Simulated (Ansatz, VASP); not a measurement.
## HfN in VASP and in Ansatz

POSCAR

```
HfN
1.0
    0.0000000000      2.2165437743      2.2165437743
    2.2165437743      0.0000000000      2.2165437743
    2.2165437743      2.2165437743      0.0000000000
Hf N
1 1
Direct
    0.0000000000      0.0000000000      0.0000000000
    0.5000000000      0.5000000000      0.5000000000
```

The input INCAR.step1:

```
SYSTEM = HfN
PREC     = Accurate       ! precision mode
ENCUT    = 520            ! plane-wave cutoff, eV
ISMEAR   = 0              ! smearing method
SIGMA    = 0.1            ! smearing width, eV
LREAL    = .False.        ! projectors in reciprocal space
LASPH    = .True.         ! aspherical terms in the spheres
NELM     = 60             ! most SCF steps
NBANDS   = 14             ! bands
GGA      = PE             ! functional
ALGO     = Normal         ! electronic algorithm
EDIFF    = 1E-4           ! SCF threshold, eV
LWAVE    = .True.         ! write WAVECAR
LCHARG   = .False.        ! write CHGCAR
```

File INCAR.step2:

```
SYSTEM = HfN
PREC     = Accurate       ! precision mode
ENCUT    = 520            ! plane-wave cutoff, eV
EDIFF    = 1E-6           ! SCF threshold, eV
ISMEAR   = 0              ! smearing method
SIGMA    = 0.1            ! smearing width, eV
LREAL    = .False.        ! projectors in reciprocal space
LASPH    = .True.         ! aspherical terms in the spheres
NELM     = 60             ! most SCF steps
ALGO     = Normal         ! electronic algorithm
ISIF     = 2              ! what is computed and relaxed
LWAVE    = .False.        ! write WAVECAR
LCHARG   = .False.        ! write CHGCAR
METAGGA  = R2SCAN         ! meta-GGA
LMIXTAU  = .True.       
NBANDS   = 14             ! bands
ISTART   = 1
```

File KPOINTS:

```
Automatic mesh
0
Gamma
  16 16 16
  0 0 0
```

Input for Ansatz:

```yaml
crystal:
  lattice:
    - [0.0, 2.2165437743, 2.2165437743]
    - [2.2165437743, 0.0, 2.2165437743]
    - [2.2165437743, 2.2165437743, 0.0]
  atoms:
    - { symbol: Hf, position: [0.0, 0.0, 0.0] }
    - { symbol: "N", position: [0.5, 0.5, 0.5] }
basis:
  ecutwfc: 500
kpoints:
  mp_grid: { grid: [16, 16, 16] }
hamiltonian:
  xc: r2scan
scf:
  occupations: { method: gaussian, width: 0.1 }
output:
  forces: true
  stress: true
  eigenvalues: true
```

Alike in both runs: task single point; functional r2SCAN; k mesh 16 × 16 × 16; occupations gaussian, width 0.1 eV; no spin polarisation.

|  | VASP | Ansatz |
| --- | --- | --- |
| version | VASP 6.6.1 | Ansatz 0.2.0 |
| potentials or method | VASP PAW PBE potentials, release 64 (Hf_pv, N), cutoff 520 eV | scalar-relativistic, plane waves, PAW |
| valence electrons in the cell | 15 | 31 |

```tsv
	VASP	Ansatz	Ansatz less VASP
gap on the k mesh at the Fermi level (eV)	none	none	-
pressure (GPa)	17.1	19.9	+2.79
```

VASP's potentials were made for PBE, not for r2SCAN. A gap of «none» marks a metal or a gap that the smearing closes. VASP's potentials hold 15 valence electrons a cell and Ansatz's 31, so a difference there can come from the potentials and not from the codes.

Spin-orbit coupling is off throughout.
